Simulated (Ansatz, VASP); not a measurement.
# Two plane-wave programs on MgO

INCAR

```
SYSTEM = MgO
PREC = Accurate ; ENCUT = 520
EDIFF = 1E-6 ; ISMEAR = 0
SIGMA = 0.05 ; LREAL = .FALSE.
LASPH = .TRUE. ; NELM = 100
ALGO = Normal ; ISIF = 2
LWAVE = .FALSE. ; LCHARG = .FALSE.
GGA = CA ; NBANDS = 36
```

KPOINTS

```
Automatic mesh
0
G
  4 4 4
  0 0 0
```

The input POSCAR:

```
MgO
1.0
    5.5230736673      0.0000000000      0.0000000000
    0.0000000000      5.5230736673      0.0000000000
    0.0000000000      0.0000000000      5.5230736673
Mg O
6 6
Direct
    0.2500000000      0.0054046255      0.5000000000
    0.0000000000      0.4945953745      0.2500000000
    0.5000000000      0.7500000000      0.0000000000
    0.7500000000      0.0054046255      0.5000000000
    0.0000000000      0.4945953745      0.7500000000
    0.5000000000      0.2500000000      0.0000000000
    0.2500000000      0.5176720118      0.0000000000
    0.5000000000     -0.0176720118      0.2500000000
    0.0000000000      0.7500000000      0.5000000000
    0.7500000000      0.5176720118      0.0000000000
    0.5000000000     -0.0176720118      0.7500000000
    0.0000000000      0.2500000000      0.5000000000
```

Input for Ansatz:

```yaml
crystal:
  lattice:
    - [5.5230736673, 0.0, 0.0]
    - [0.0, 5.5230736673, 0.0]
    - [0.0, 0.0, 5.5230736673]
  atoms:
    - { symbol: Mg, position: [0.25, 0.0054046255, 0.5] }
    - { symbol: Mg, position: [0.0, 0.4945953745, 0.25] }
    - { symbol: Mg, position: [0.5, 0.75, 0.0] }
    - { symbol: Mg, position: [0.75, 0.0054046255, 0.5] }
    - { symbol: Mg, position: [0.0, 0.4945953745, 0.75] }
    - { symbol: Mg, position: [0.5, 0.25, 0.0] }
    - { symbol: O, position: [0.25, 0.5176720118, 0.0] }
    - { symbol: O, position: [0.5, -0.0176720118, 0.25] }
    - { symbol: O, position: [0.0, 0.75, 0.5] }
    - { symbol: O, position: [0.75, 0.5176720118, 0.0] }
    - { symbol: O, position: [0.5, -0.0176720118, 0.75] }
    - { symbol: O, position: [0.0, 0.25, 0.5] }
basis:
  ecutwfc: 520.0
kpoints:
  mp_grid: { grid: [4, 4, 4] }
hamiltonian:
  xc: lda
  pseudopotentials: { kind: paw, azcp: { folder: soft_1 } }
scf:
  occupations: { method: gaussian, width: 0.05 }
output:
  forces: true
  stress: true
  eigenvalues: true
```

Change from the starting cell: mode 14 frozen in at -0.014 Å and mode 24 at +0.086 Å (largest displacements).

Alike in both runs: task single point; functional LDA; k mesh 4 × 4 × 4; occupations gaussian, width 0.05 eV; no spin polarisation.

|  | VASP | Ansatz |
| --- | --- | --- |
| version | VASP 6.6.1 | Ansatz 0.2.0 |
| potentials or method | VASP PAW LDA potentials, release 64 (Mg, O), cutoff 520 eV | scalar-relativistic, plane waves, PAW |
| valence electrons in the cell | 48 | 96 |

Ansatz gave:

* gap on the k mesh at the Fermi level (eV): 2.78
* least direct gap on the mesh (eV): 2.78
* pressure (GPa): 0.3
* traceless stress, the component that is largest in VASP (GPa): -0.24
* rms of the force components (eV/Å): 0.560

Question: Estimate VASP's values.

Answer: gap on the k mesh at the Fermi level (eV): 2.77; least direct gap on the mesh (eV): 2.77; pressure (GPa): -0.4; traceless stress, the component that is largest in VASP (GPa): -0.23; rms of the force components (eV/Å): 0.573.

Ansatz warns that its potentials were made for another functional, while VASP's fit it. LDA's correlation is that of Perdew and Zunger in VASP and of Perdew and Wang (1992) in Ansatz. Atom by atom the forces differ by 0.013 eV/Å (rms over components). VASP's potentials hold 48 valence electrons a cell and Ansatz's 96, so a difference there can come from the potentials and not from the codes.
